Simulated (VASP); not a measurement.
# ZrN (Fm-3m) in VASP: notebook, part 2 of 2

VASP 6.6.1. Earlier steps stand in the parts before.

### 3 Single point, PBE

This run uses another cell than the first one: it holds 16 atoms, not 2.

INCAR

```
SYSTEM = ZrN
PREC = Accurate
ENCUT = 600
EDIFF = 1E-6
ISMEAR = -1
SIGMA = 0.05
LREAL = .FALSE.
LASPH = .TRUE.
NELM = 120
ALGO = Normal
ISIF = 2
LWAVE = .FALSE.
LCHARG = .TRUE.
GGA = PE
LELF = .TRUE.
LVHAR = .TRUE.
NBANDS = 82
GGA_COMPAT = .FALSE.
```

KPOINTS

```
regular mesh
0
G
  6 6 6
  0 0 0
```

POSCAR

```
ZrN
1.0
    0.0000000000      4.6000000000      4.6000000000
    4.6000000000      0.0000000000      4.6000000000
    4.6000000000      4.6000000000      0.0000000000
Zr N
8 8
Direct
    0.2500000000      0.2500000000      0.2500000000
    0.2500000000      0.2500000000      0.7500000000
    0.2500000000      0.7500000000      0.2500000000
    0.2500000000      0.7500000000      0.7500000000
    0.7500000000      0.2500000000      0.2500000000
    0.7500000000      0.2500000000      0.7500000000
    0.7500000000      0.7500000000      0.2500000000
    0.7500000000      0.7500000000      0.7500000000
    0.0000000000      0.0000000000      0.0000000000
    0.0000000000      0.0000000000      0.5000000000
    0.0000000000      0.5000000000      0.0000000000
    0.0000000000      0.5000000000      0.5000000000
    0.5000000000      0.0000000000      0.0000000000
    0.5000000000      0.0000000000      0.5000000000
    0.5000000000      0.5000000000      0.0000000000
    0.5000000000      0.5000000000      0.5000000000
```

Potentials or basis: VASP PAW PBE potentials, release 64 (Zr_sv, N).

Launch:

```sh
$ cat potpaw_PBE.64/Zr_sv/POTCAR potpaw_PBE.64/N/POTCAR > POTCAR
$ mpirun -np 1 vasp_std > vasp.out
```

OUTCAR:

```text
SYSTEM = ZrN
   PREC = Accurate
   ENCUT = 600
   EDIFF = 1E-6
   ISMEAR = -1
   LREAL = .FALSE.
   LASPH = .TRUE.
   NELM = 120
   ISIF = 2
   GGA = PE

 ion  position               nearest neighbor table
   1  0.250  0.250  0.250-  10 2.30  11 2.30  12 2.30  13 2.30  14 2.30  15 2.30   2 3.25   3 3.25
                             5 3.25   2 3.25   4 3.25   6 3.25   3 3.25   4 3.25   7 3.25   5 3.25
   2  0.250  0.250  0.750-   9 2.30  11 2.30  12 2.30  13 2.30  14 2.30  16 2.30   1 3.25   4 3.25
                             6 3.25   1 3.25   3 3.25   5 3.25   3 3.25   4 3.25   8 3.25   5 3.25
   3  0.250  0.750  0.250-   9 2.30  10 2.30  12 2.30  13 2.30  15 2.30  16 2.30   1 3.25   4 3.25
                             7 3.25   2 3.25   4 3.25   8 3.25   1 3.25   2 3.25   5 3.25   5 3.25
   4  0.250  0.750  0.750-   9 2.30  10 2.30  11 2.30  14 2.30  15 2.30  16 2.30   2 3.25   3 3.25
                             8 3.25   1 3.25   3 3.25   7 3.25   1 3.25   2 3.25   6 3.25   6 3.25
   5  0.750  0.250  0.250-   9 2.30  10 2.30  11 2.30  14 2.30  15 2.30  16 2.30   1 3.25   6 3.25
                             7 3.25   2 3.25   6 3.25   8 3.25   3 3.25   7 3.25   8 3.25   1 3.25
   6  0.750  0.250  0.750-   9 2.30  10 2.30  12 2.30  13 2.30  15 2.30  16 2.30   2 3.25   5 3.25
                             8 3.25   1 3.25   5 3.25   7 3.25   4 3.25   7 3.25   8 3.25   1 3.25
   7  0.750  0.750  0.250-   9 2.30  11 2.30  12 2.30  13 2.30  14 2.30  16 2.30   3 3.25   5 3.25
                             8 3.25   4 3.25   6 3.25   8 3.25   1 3.25   5 3.25   6 3.25   1 3.25
   8  0.750  0.750  0.750-  10 2.30  11 2.30  12 2.30  13 2.30  14 2.30  15 2.30   4 3.25   6 3.25
                             7 3.25   3 3.25   5 3.25   7 3.25   2 3.25   5 3.25   6 3.25   2 3.25
   9  0.000  0.000  0.000-   2 2.30   3 2.30   4 2.30   5 2.30   6 2.30   7 2.30
[... 13 lines left out ...]
 A1 = (   0.0000000000,   4.6000000000,   4.6000000000)
 A2 = (   4.6000000000,   0.0000000000,   4.6000000000)
 A3 = (   4.6000000000,   4.6000000000,   0.0000000000)

Analysis of symmetry for initial positions (statically):
=====================================================================
 Subroutine PRICEL returns following result:

  LATTYP: Found a face centered cubic cell.
 ALAT       =     4.6000000000

  Lattice vectors:

 A1 = (   0.0000000000,   2.3000000000,   2.3000000000)
 A2 = (   2.3000000000,   0.0000000000,   2.3000000000)
 A3 = (   2.3000000000,   2.3000000000,   0.0000000000)

   8 primitive cells build up your supercell.

 Routine SETGRP: Setting up the symmetry group for a
 face centered cubic supercell.

 Subroutine GETGRP returns: Found 48 space group operations
 (whereof 48 operations were pure point group operations)
 out of a pool of 48 trial point group operations.

The static configuration has the point symmetry O_h .

Analysis of symmetry for dynamics (positions and initial velocities):
=====================================================================
 Subroutine PRICEL returns following result:

  LATTYP: Found a face centered cubic cell.
 ALAT       =     4.6000000000

  Lattice vectors:

 A1 = (   0.0000000000,   2.3000000000,   2.3000000000)
 A2 = (   2.3000000000,   0.0000000000,   2.3000000000)
 A3 = (   2.3000000000,   2.3000000000,   0.0000000000)

   8 primitive cells build up your supercell.

 Routine SETGRP: Setting up the symmetry group for a
 face centered cubic supercell.

 Subroutine GETGRP returns: Found 48 space group operations
 (whereof 48 operations were pure point group operations)
 out of a pool of 48 trial point group operations.

The dynamic configuration has the point symmetry O_h .

 Subroutine INISYM returns: Found 48 space group operations
 (whereof 48 operations are pure point group operations),
[... 71 lines left out ...]
   total plane-waves  NPLWV = 157464
   dimension x,y,z NGX =    54 NGY =   54 NGZ =   54
   dimension x,y,z NGXF=   108 NGYF=  108 NGZF=  108
   ions per type =               8   8
   NGX,Y,Z   is equivalent  to a cutoff of  13.80, 13.80, 13.80 a.u.
   NGXF,Y,Z  is equivalent  to a cutoff of  27.60, 27.60, 27.60 a.u.
 SYSTEM =  ZrN
   PREC   = accura    normal or accurate (medium, high low for compatibility)
   ISTART =      0    job   : 0-new  1-cont  2-samecut
   ICHARG =      2    charge: 1-file 2-atom 10-const
   ISPIN  =      1    spin polarized calculation?
   LNONCOLLINEAR =      F non collinear calculations
   LSORBIT =      F    spin-orbit coupling
   LASPH  =      T    aspherical Exc in radial PAW
   ENCUT  =  600.0 eV  44.10 Ry    6.64 a.u.  12.99 12.99 12.99*2*pi/ulx,y,z
   NELM   =    120;   NELMIN=  2; NELMDL= -5     # of ELM steps
   EDIFF  = 0.1E-05   stopping-criterion for ELM
   LREAL  =      F    real-space projection
   EDIFFG = 0.1E-04   stopping-criterion for IOM
   NSW    =      0    number of steps for IOM
   IBRION =     -1    ionic relax: 0-MD 1-quasi-New 2-CG
   NFREE  =      0    steps in history (QN), initial steepest desc. (CG)
   ISIF   =      2    stress and relaxation
   ISYM   =      2    0-nonsym 1-usesym 2-fastsym
   POTIM  = 0.5000    time-step for ionic-motion
   TEBEG  =    0.0;   TEEND  =   0.0 temperature during run
   PSTRESS=    0.0 pullay stress
   NELECT =     136.0000    total number of electrons
   NUPDOWN=      -1.0000    fix difference up-down
   EMIN   =  10.00;   EMAX   =-10.00  energy-range for DOS
   EFERMI =   0.00;   METHOD = LEGACY
   ISMEAR =    -1;   SIGMA  =   0.05  broadening in eV -4-tet -1-fermi 0-gaus
   EFERMI_NEDOS =   21; number of points for ismear=-14 and -15
   IALGO  =     38    algorithm
   IMIX   =      4    mixing-type and parameters
     AMIX     =   0.40;   BMIX     =  1.00
     AMIX_MAG =   1.60;   BMIX_MAG =  1.00
  volume/ion in A,a.u.               =      12.17        82.11
  Fermi-wavevector in a.u.,A,eV,Ry     =   1.452624  2.745062 28.709889  2.110117
  Thomas-Fermi vector in A             =   2.569985
   LORBIT       =      0    0 simple, 1 ext, 2 COOP (PROOUT), +10 PAW based schemes
   GGA     = PE    functional components
   LHFCALC =     F    Hartree Fock is set to
   AEXX    =    0.0000 exact exchange contribution
   IVDW    =     0    specifies the selected vdW correction
   LEPSILON=     F    determine dielectric tensor
   LRPA    =     F    only Hartree local field effects (RPA)
 non-spin polarized calculation
  energy-cutoff  :      600.00
  volume of cell :      194.67
 maximum number of plane-waves:      6532
 NGX is ok and might be reduce to    54

 number of electron     136.0000000 magnetization

 Free energy of the ion-electron system (eV)
  ---------------------------------------------------
  ext. energy  EPLUGINS =         0.00000000
  ---------------------------------------------------
  free energy    TOTEN  =      -163.04921082 eV

  energy without entropy =     -163.02765851  energy(sigma->0) =     -163.03843467

 E-fermi :  11.8387     XC(G=0): -12.4528

 val. band max:       11.7530030531   @ k =  -0.1667   0.1667   0.0000
 cond. band min:      11.9125706835   @ k =  -0.3333   0.5000   0.1667
 fundamental gap:      0.1595676304
 Fermi energy:        11.8387012045

 k-point     1 :       0.0000    0.0000    0.0000
  band No.  band energies     occupation
      1     -37.7764      2.00000
      2     -37.6411      2.00000
      3     -37.6411      2.00000
      4     -37.6411      2.00000
      5     -37.6411      2.00000
      6     -37.5981      2.00000
[... 1317 lines left out ...]
     79      14.3937      0.00000
     80      14.3953      0.00000
 [bands above 80 left out]

------------------------ aborting loop because EDIFF is reached ----------------------------------------

  FORCE on cell =-STRESS in cart. coord.  units (eV):
  Direction    XX          YY          ZZ          XY          YZ          ZX
  --------------------------------------------------------------------------------------
  -------------------------------------------------------------------------------------
  Total       -0.9576650     -0.9576650     -0.9576650     -0.0000000      0.0000000      0.0000000
  in kB       -7.8817149     -7.8817149     -7.8817149     -0.0000000      0.0000000      0.0000000
  external PRESSURE =      -7.8817149 kB  Pullay stress =       0.0000000 kB

 VOLUME and BASIS-vectors are now :
 -----------------------------------------------------------------------------
  energy-cutoff  :      600.00
  volume of cell :      194.67
      direct lattice vectors                 reciprocal lattice vectors
     0.000000000  4.600000000  4.600000000    -0.108695652  0.108695652  0.108695652
     4.600000000  0.000000000  4.600000000     0.108695652 -0.108695652  0.108695652
     4.600000000  4.600000000  0.000000000     0.108695652  0.108695652 -0.108695652

 POSITION                                       TOTAL-FORCE (eV/Angst)
 -----------------------------------------------------------------------------------
      2.30000      2.30000      2.30000        -0.000000     -0.000000     -0.000000
      4.60000      4.60000      2.30000        -0.000000     -0.000000      0.000000
      4.60000      2.30000      4.60000         0.000000     -0.000000      0.000000
      6.90000      4.60000      4.60000         0.000000     -0.000000      0.000000
      2.30000      4.60000      4.60000        -0.000000     -0.000000     -0.000000
      4.60000      6.90000      4.60000        -0.000000      0.000000      0.000000
[... 8 lines left out ...]
      2.30000      2.30000      4.60000         0.000000      0.000000     -0.000000
      4.60000      4.60000      4.60000        -0.000000      0.000000      0.000000
 -----------------------------------------------------------------------------------
    total drift:                               -0.000000     -0.000000      0.000000

  FREE ENERGIE OF THE ION-ELECTRON SYSTEM (eV)
  ---------------------------------------------------
  free  energy   TOTEN  =      -163.0492108248 eV

  energy  without entropy=     -163.0276585057  energy(sigma->0) =     -163.03843467
```

It took 18 min on 1 thread of Intel Xeon 8259CL, shared host; peak memory 0.52 GiB.

Results:

| Quantity | Value |
| --- | --- |
| Free energy | -163.0492 eV |
| Pressure | -0.8 GPa |
| Band gap on the k mesh | zero (bands 68 and 69 overlap by 1.55 eV) |

Levels at points of the mesh, in eV from the Fermi level:
```
           k point  band 65  band 66  band 67  band 68  band 69  band 70  band 71  band 72
(0.00, 0.00, 0.00)    -2.64    -2.64    -2.64    -0.39    -0.39    -0.39     1.56     1.56
(0.50, 0.00, 0.00)    -0.54    -0.54    -0.54    -0.54    -0.54    -0.54     0.63     0.63
(0.50, 0.50, 0.00)    -2.21    -2.21     1.01     1.01     1.01     1.01     1.63     1.63
```

The gap in the log of VASP goes by the Fermi energy; the results here count the filled bands.